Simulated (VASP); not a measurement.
Write the native input for VASP 6.6.1 that does the following.

- Task: single point
- Functional: r2SCAN
- Potentials or basis: VASP PAW PBE potentials, release 64 (Pb_d, F)
- Cutoff: 520 eV
- k mesh: 8 × 8 × 8
- Occupations: gaussian, width 0.01 eV
- Spin: no spin polarisation
- Dipole correction: no
- Further INCAR settings: ALGO = Normal; EDIFF = 1e-06; NBANDS = 21

Crystal: PbF2.

```
CELL_PARAMETERS angstrom
0.00000 2.96044 2.96044
2.96044 0.00000 2.96044
2.96044 2.96044 0.00000
ATOMIC_POSITIONS crystal
Pb 0.00000 0.00000 0.00000
F 0.25000 0.25000 0.25000
F 0.75000 0.75000 0.75000
```

One way to write it, as run:

POSCAR

```
PbF2
1.0
    0.0000000000      2.9604388914      2.9604388914
    2.9604388914      0.0000000000      2.9604388914
    2.9604388914      2.9604388914      0.0000000000
Pb F
1 2
Direct
    0.0000000000      0.0000000000      0.0000000000
    0.2500000000      0.2500000000      0.2500000000
    0.7500000000      0.7500000000      0.7500000000
```

INCAR.step1

```
PREC     = Accurate       # precision mode
ENCUT    = 520            # plane-wave cutoff, eV
ISMEAR   = 0              # smearing method
SIGMA    = 0.01           # smearing width, eV
LREAL    = False          # projectors in reciprocal space
LASPH    = True           # aspherical terms in the spheres
NELM     = 80             # most SCF steps
NBANDS   = 21             # bands
GGA      = PE             # functional
ALGO     = Normal         # electronic algorithm
EDIFF    = 1E-4           # SCF threshold, eV
LWAVE    = True           # write WAVECAR
LCHARG   = False          # write CHGCAR
```

INCAR.step2

```
PREC     = Accurate       # precision mode
ENCUT    = 520            # plane-wave cutoff, eV
EDIFF    = 1E-6           # SCF threshold, eV
ISMEAR   = 0              # smearing method
SIGMA    = 0.01           # smearing width, eV
LREAL    = False          # projectors in reciprocal space
LASPH    = True           # aspherical terms in the spheres
NELM     = 80             # most SCF steps
ALGO     = Normal         # electronic algorithm
ISIF     = 2              # what is computed and relaxed
LWAVE    = False          # write WAVECAR
LCHARG   = False          # write CHGCAR
METAGGA  = R2SCAN         # meta-GGA
LMIXTAU  = True         
NBANDS   = 21             # bands
ISTART   = 1
```

KPOINTS

```
regular mesh
0
Gamma
  8 8 8
```

Potentials or basis: VASP PAW PBE potentials, release 64 (Pb_d, F).

Launch:

```sh
$ cat potpaw_PBE.64/Pb_d/POTCAR potpaw_PBE.64/F/POTCAR > POTCAR
$ cp INCAR.step1 INCAR
$ mpirun -np 1 vasp_std > vasp.out
$ cp INCAR.step2 INCAR
$ mpirun -np 1 vasp_std > vasp.out
```

It gave:

```json
{
  "Pressure": "-0.1 GPa",
  "Band gap on the k mesh": "4.93 eV, indirect (least direct gap 5.08 eV)"
}
```

Caveat: the PAW data sets were made with another functional, which shifts forces and pressure a little; spin-orbit coupling is left out, which moves the levels of the heavy elements.

It took 94 s on 1 thread of Intel(R) Xeon(R) Platinum 8259CL CPU @ 2.50GHz (Skylake/Cascade Lake), with other jobs on the host, peak memory 0.2 GiB.
